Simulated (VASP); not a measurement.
Crystal: SiC.

```xyz
6
Lattice="4.3175 0.0000 0.0000 0.0000 3.0095 0.0000 -2.1588 0.0000 4.6605" Properties=species:S:1:pos:R:3 pbc="T T T"
Si    1.2671    0.0000    2.8321
Si    0.8917    1.5048    1.8284
Si    2.1588    1.5048    0.5304
C     3.4258    1.5048    1.8284
C    -1.2671    0.0000    2.8321
C     0.0000    0.0000    4.1301
```

The cell was built from a structure type or drawn by symmetry, and may not be a known phase.

| Quantity | Value |
| --- | --- |
| Program | VASP 6.6.1 |
| Task | relaxation of cell and atoms |
| Functional | PBE |
| Potentials or basis | VASP PAW PBE potentials, release 64 (Si, C) |
| Cutoff | 600 eV |
| k mesh | 4 × 6 × 4 |
| Occupations | gaussian, width 0.1 eV |
| Spin | no spin polarisation |

At the start: pressure 76.9 GPa; volume 10.09 Å³/atom.

Question: How do energy, volume and symmetry change on relaxing?

Answer: Over 39 steps the energy falls by 1503.2 meV/atom and the volume is 10.64 Å³/atom (+5.4 %); space group Pm (No. 6, to 0.1 Å) before and after.

Step by step:
```csv
step,energy change (eV),largest force (eV/Å),pressure (GPa),volume (Å³)
1,0.0000,13.8828,76.90,60.56
2,0.3108,9.0840,-13.45,112.98
3,-1.2382,8.6846,-14.71,102.97
4,-2.7939,8.4868,-15.37,94.42
5,-6.0391,6.5039,-2.84,76.31
6,-5.8694,4.8000,20.37,68.15
7,-6.2206,5.7542,3.60,73.31
8,-6.2347,5.5183,5.77,72.47
9,-6.8113,3.1672,-17.38,80.72
10,-7.2309,1.9962,-11.01,76.81
11,-8.0843,2.2983,-5.12,71.61
12,-8.1548,2.6121,-1.94,69.90
13,-8.6339,1.5228,0.75,66.42
14,-8.6432,1.8202,1.55,65.93
15,-8.8694,0.6643,-0.19,65.32
16,-8.8755,0.7115,-0.28,65.21
17,-8.9337,0.5231,-0.56,64.88
18,-8.9423,0.5077,-0.45,64.68
19,-8.9759,0.4067,0.26,64.21
20,-8.9794,0.5867,0.68,64.02
21,-8.9991,0.3798,-0.09,64.04
22,-8.9994,0.3409,-0.03,64.04
23,-9.0043,0.1459,-0.12,64.03
24,-9.0043,0.1481,-0.12,64.03
25,-9.0069,0.1647,0.05,63.96
26,-9.0074,0.1953,0.16,63.92
27,-9.0098,0.1389,0.04,63.93
28,-9.0132,0.1846,-0.30,63.96
29,-9.0154,0.1336,-0.12,63.89
30,-9.0161,0.1336,0.05,63.82
31,-9.0175,0.0650,0.15,63.78
32,-9.0177,0.0770,0.20,63.75
33,-9.0182,0.0567,0.00,63.81
34,-9.0183,0.0689,-0.14,63.85
35,-9.0187,0.0609,-0.08,63.84
36,-9.0187,0.0597,-0.06,63.84
37,-9.0190,0.0436,0.05,63.81
38,-9.0190,0.0469,0.08,63.80
39,-9.0191,0.0208,-0.01,63.82
```

Final structure:
```cif
data_structure
_symmetry_space_group_name_H-M 'P 1'
_symmetry_Int_Tables_number 1
_cell_length_a 4.9992
_cell_length_b 2.7565
_cell_length_c 5.7249
_cell_angle_alpha 90.000
_cell_angle_beta 126.001
_cell_angle_gamma 90.000
_cell_volume 63.82
loop_
_atom_site_label
_atom_site_type_symbol
_atom_site_fract_x
_atom_site_fract_y
_atom_site_fract_z
_atom_site_occupancy
Si1 Si 0.75175 0.00000 0.74978 1
Si2 Si 0.22217 0.50000 0.26080 1
Si3 Si 0.54561 0.50000 0.09864 1
C1 C 0.98039 0.50000 0.42946 1
C2 C 0.06706 0.00000 0.60716 1
C3 C 0.43301 0.00000 0.85416 1
```

Caveat: the k points lie up to 0.38 Å⁻¹ apart in the final cell, too coarse for converged energies and pressures of a metal; a cell axis changed by over 15 % at a fixed basis, so the end point is rough.
